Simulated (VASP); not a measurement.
Write the native input for VASP 6.6.1 that does the following.

- Task: single point
- Functional: LDA
- Potentials or basis: VASP PAW LDA potentials, release 64 (Mg_sv, C)
- Cutoff: 750 eV
- k mesh: 5 × 5 × 5
- Occupations: fermi-dirac, width 0.05 eV
- Spin: no spin polarisation
- Dipole correction: no
- Mended: yes
- Further INCAR settings: ALGO = Normal; EDIFF = 1e-06; NBANDS = 27

The structure of MgC2 lies in POSCAR:

```
MgC2
1.0
    3.7201398572      0.0000000000      0.0000000000
    0.0000000000      3.7201398572      0.0000000000
    0.0000000000      0.0000000000      4.4738001684
Mg C
2 4
Direct
    0.0000000000      0.0000000000      0.5000000000
    0.5000000000      0.5000000000      0.0000000000
    0.3831073932      0.6168926068      0.5000000000
    0.1168926068      0.1168926068      0.0000000000
    0.6168926068      0.3831073932      0.5000000000
    0.8831073932      0.8831073932      0.0000000000
```

The input as run:

INCAR

```
SYSTEM = MgC2
ALGO = Normal
EDIFF = 1E-6
ENCUT = 750
GGA = CA
GGA_COMPAT = .False.
ISIF = 2
ISMEAR = -1
LASPH = .True.
LCHARG = .False.
LREAL = .False.
LWAVE = .False.
NBANDS = 27
NELM = 120
PREC = Accurate
SIGMA = 0.05
```

KPOINTS

```
k-points
0
Gamma
  5 5 5
  0 0 0
```

Potentials or basis: VASP PAW LDA potentials, release 64 (Mg_sv, C).

The run is started by

```console
$ cat potpaw_LDA.64/Mg_sv/POTCAR potpaw_LDA.64/C/POTCAR > POTCAR
$ mpirun -np 1 vasp_std > vasp.out
```

Results of the run:

```
Pressure               : 20.0 GPa
Largest force          : 0.077 eV/Å
Band gap on the k mesh : 1.57 eV (least direct gap 1.89 eV)
```

Caveat: the cell stands under pressure; an odd mesh through Γ misses points on the zone boundary, where band edges can lie.

Wall time 18 s on 1 thread of Intel(R) Xeon(R) 6975P-C (Granite Rapids), with other jobs on the host, peak memory 0.19 GiB.
